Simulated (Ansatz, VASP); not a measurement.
MgS: VASP beside Ansatz

INCAR

```
SYSTEM = MgS
PREC = Accurate ; ENCUT = 520
EDIFF = 1E-6 ; ISMEAR = 0
SIGMA = 0.02 ; LREAL = .FALSE.
LASPH = .TRUE. ; NELM = 60
ALGO = Normal ; ISIF = 2
LWAVE = .FALSE. ; LCHARG = .TRUE.
GGA = PE ; LELF = .TRUE.
LVHAR = .TRUE. ; NBANDS = 11
```

Contents of KPOINTS:

```
regular mesh
0
G
  8 8 8
  0 0 0
```

The input POSCAR:

```
MgS
1.0
    0.0000000000      2.5884431564      2.5884431564
    2.5884431564      0.0000000000      2.5884431564
    2.5884431564      2.5884431564      0.0000000000
Mg S
1 1
Direct
    0.0000000000      0.0000000000      0.0000000000
    0.5000000000      0.5000000000      0.5000000000
```

Input for Ansatz:

```yaml
crystal:
  lattice:
    - [0.0, 2.5884431564, 2.5884431564]
    - [2.5884431564, 0.0, 2.5884431564]
    - [2.5884431564, 2.5884431564, 0.0]
  atoms:
    - { symbol: Mg, position: [0.0, 0.0, 0.0] }
    - { symbol: S, position: [0.5, 0.5, 0.5] }
basis:
  ecutwfc: 420
kpoints:
  mp_grid: { grid: [8, 8, 8] }
hamiltonian:
  xc: pbe
scf:
  occupations: { method: gaussian, width: 0.02 }
output:
  forces: true
  stress: true
  eigenvalues: true
  write_density: true
  write_potential: true
  elf: true
  volumetric_format: npy
```

Alike in both runs: task single point; functional PBE; k mesh 8 × 8 × 8; occupations gaussian, width 0.02 eV; no spin polarisation.

|  | VASP | Ansatz |
| --- | --- | --- |
| version | VASP 6.6.1 | Ansatz 0.2.0 |
| potentials or method | VASP PAW PBE potentials, release 64 (Mg, S), cutoff 520 eV | scalar-relativistic, plane waves, PAW |
| valence electrons in the cell | 8 | 16 |

VASP gave:

| Quantity | Value |
| --- | --- |
| gap on the k mesh at the Fermi level (eV) | 2.81 |
| least direct gap on the mesh (eV) | 3.83 |
| pressure (GPa) | 2.1 |

Question: Which values does Ansatz return?

Answer: gap on the k mesh at the Fermi level (eV): 2.82; least direct gap on the mesh (eV): 3.84; pressure (GPa): 2.4.

VASP's potentials hold 8 valence electrons a cell and Ansatz's 16, so a difference there can come from the potentials and not from the codes.
